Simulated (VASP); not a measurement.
Input of a VASP 6.6.1 run:

Contents of POSCAR:

```
Te2Mo
1.0
    3.5602328140      0.0000000000      0.0000000000
   -1.7801164070      3.0832520603      0.0000000000
    0.0000000000      0.0000000000     17.5240578200
Te Mo
2 1
Direct
    0.3302759528      0.6605519055      0.8987923343
    0.3302759528      0.6605519055      0.1030814343
    0.0000000000      0.0000000000      0.0000000000
```

The input INCAR.step1:

```
SYSTEM = Te2Mo
ALGO = Normal ; EDIFF = 1E-4
ENCUT = 520 ; GGA = PE
ISMEAR = 0 ; LASPH = .TRUE.
LCHARG = .FALSE. ; LREAL = .FALSE.
LWAVE = .TRUE. ; NBANDS = 20
NELM = 60 ; PREC = Accurate
SIGMA = 0.05
```

Contents of INCAR.step2:

```
SYSTEM = Te2Mo
ALGO = Normal ; EDIFF = 1E-6
ENCUT = 520 ; ISIF = 2
ISMEAR = 0 ; ISTART = 1
LASPH = .TRUE. ; LCHARG = .FALSE.
LMIXTAU = .TRUE. ; LREAL = .FALSE.
LWAVE = .FALSE. ; METAGGA = R2SCAN
NBANDS = 20 ; NELM = 60
PREC = Accurate ; SIGMA = 0.05
```

The input KPOINTS:

```
k-points
0
G
  12 12 2
  0 0 0
```

Potentials or basis: VASP PAW PBE potentials, release 64 (Te, Mo_sv).

Launch:

```console
$ cat potpaw_PBE.64/Te/POTCAR potpaw_PBE.64/Mo_sv/POTCAR > POTCAR
$ cp INCAR.step1 INCAR
$ mpirun -np 1 vasp_std > vasp.out
$ cp INCAR.step2 INCAR
$ mpirun -np 1 vasp_std > vasp.out
```

Q: What does it give for the band gap on the k mesh?

A: 1.13 eV.

Q: What does it give for the largest force?

A: 0.453 eV/Å.

Forces in eV/Å, atoms in the order of the input:
```
Te   0.000  0.141 -0.207
Te   0.000  0.132 -0.154
Mo   0.000 -0.273  0.361
```

Caveat: the cell differs from its parent crystal (all Te atoms moved +0.025 Å, as atom 1 towards its neighbour atom 3 (Mo) at 2.726 Å); there is no dipole correction, which matters where the two faces differ; the PAW data sets were made with another functional, which shifts forces and pressure a little; spin-orbit coupling is left out, which moves the levels of the heavy elements.
